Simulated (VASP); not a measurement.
The system is CsH.

```
Cs H
1.0
     0.00000    3.18800    3.18800
     3.18800    0.00000    3.18800
     3.18800    3.18800    0.00000
Cs H
1 1
Direct
  0.00000 0.00000 0.00000
  0.50000 0.50000 0.50000
```

```yaml
Program: VASP 6.6.1
Task: relaxation of cell and atoms
Functional: LDA
Potentials_or_basis: VASP PAW LDA potentials, release 64 (Cs_sv, H)
Cutoff: 600 eV
k_mesh: 6 × 6 × 6
Occupations: gaussian, width 0.01 eV
Spin: no spin polarisation
```

At the start: pressure -1.2 GPa; volume 32.40 Å³/atom.

Q: Where does the relaxation end?

A: Over 4 steps the energy falls by 15.9 meV/atom and the volume is 28.54 Å³/atom (-11.9 %); space group Fm-3m (No. 225, to 0.05 Å).

Step by step:
| step | energy change (eV) | largest force (eV/Å) | pressure (GPa) | volume (Å³) |
| --- | --- | --- | --- | --- |
| 1 | 0.0000 | 0.0000 | -1.21 | 64.80 |
| 2 | -0.0151 | 0.0000 | -0.93 | 62.54 |
| 3 | -0.0317 | 0.0000 | -0.12 | 57.69 |
| 4 | -0.0319 | 0.0000 | 0.01 | 57.08 |

Final structure:
```
CELL_PARAMETERS angstrom
0.00000 3.05592 3.05592
3.05592 0.00000 3.05592
3.05592 3.05592 0.00000
ATOMIC_POSITIONS crystal
Cs 0.00000 0.00000 0.00000
H 0.50000 0.50000 0.50000
```

Caveat: the volume moved by -12 % from the deposited cell, more than functionals usually miss.
